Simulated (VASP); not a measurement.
Input of a VASP 6.6.1 run:

INCAR

```
SYSTEM = Ta2S2N
PREC = Accurate
ENCUT = 520
EDIFF = 1E-6
ISMEAR = 0
SIGMA = 0.1
LREAL = .False.
LASPH = .True.
NELM = 100
ALGO = Normal
ISIF = 2
LWAVE = .False.
LCHARG = .False.
LDIPOL = .True.
IDIPOL = 3
DIPOL = 0.5 0.5 0.500
GGA = PE
NBANDS = 28
```

Contents of KPOINTS:

```
regular mesh
0
Gamma
  4 4 1
  0 0 0
```

File POSCAR:

```
Ta2S2N
1.0
    4.4570630000      0.0000000000      0.0000000000
    0.0000000000      4.4570630000      0.0000000000
    0.0000000000      0.0000000000     18.0000000000
Ta S N
2 2 1
Direct
    0.0000000000      0.5000000000      0.5000000000
    0.5000000000      0.0000000000      0.5000000000
    0.5000000000      0.5000000000      0.4029167300
    0.5000000000      0.5000000000      0.5970832700
    0.0000000000      0.0000000000      0.5000000000
```

Potentials or basis: VASP PAW PBE potentials, release 64 (Ta_pv, S, N).

Run with:

```console
$ cat potpaw_PBE.64/Ta_pv/POTCAR potpaw_PBE.64/S/POTCAR potpaw_PBE.64/N/POTCAR > POTCAR
$ mpirun -np 1 vasp_std > vasp.out
```

(1) What does it give for the band gap on the k mesh?

(2) Estimate the largest force.

## Answers

(1) zero (an odd number of electrons rules out a gap without spin polarisation).

(2) 2.172 eV/Å.

Caveat: spin-orbit coupling is left out, which moves the levels of the heavy elements.
